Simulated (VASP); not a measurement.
Here is a VASP 6.6.1 calculation.

INCAR

```
SYSTEM = W
  PREC = Accurate
  ENCUT = 520
  EDIFF = 1E-6
  ISMEAR = -1
  SIGMA = 0.1
  LREAL = .FALSE.
  LASPH = .TRUE.
  NELM = 80
  ALGO = Normal
  ISIF = 2
  LWAVE = .FALSE.
  LCHARG = .FALSE.
  GGA = PE
  NBANDS = 13
```

File KPOINTS:

```
regular mesh
0
G
  15 15 15
  0 0 0
```

Contents of POSCAR:

```
W
1.0
   -1.6060801750      1.6060801750      1.5823450000
    1.6060801750     -1.6060801750      1.5823450000
    1.5586098250      1.5586098250     -1.5823450000
W
1
Direct
    0.0000000000      0.0000000000      0.0000000000
```

Potentials or basis: VASP PAW PBE potentials, release 64 (W_sv).

Run with:

```console
$ cat potpaw_PBE.64/W_sv/POTCAR > POTCAR
$ mpirun -np 1 vasp_std > vasp.out
```

(1) What does it give for the pressure?

(2) What does it give for the band gap on the k mesh?

Results:

(1) 6.6 GPa.

(2) zero (bands 7 and 8 overlap by 5.60 eV).

Caveat: the cell stands under pressure; spin-orbit coupling is left out, which moves the levels of the heavy elements.
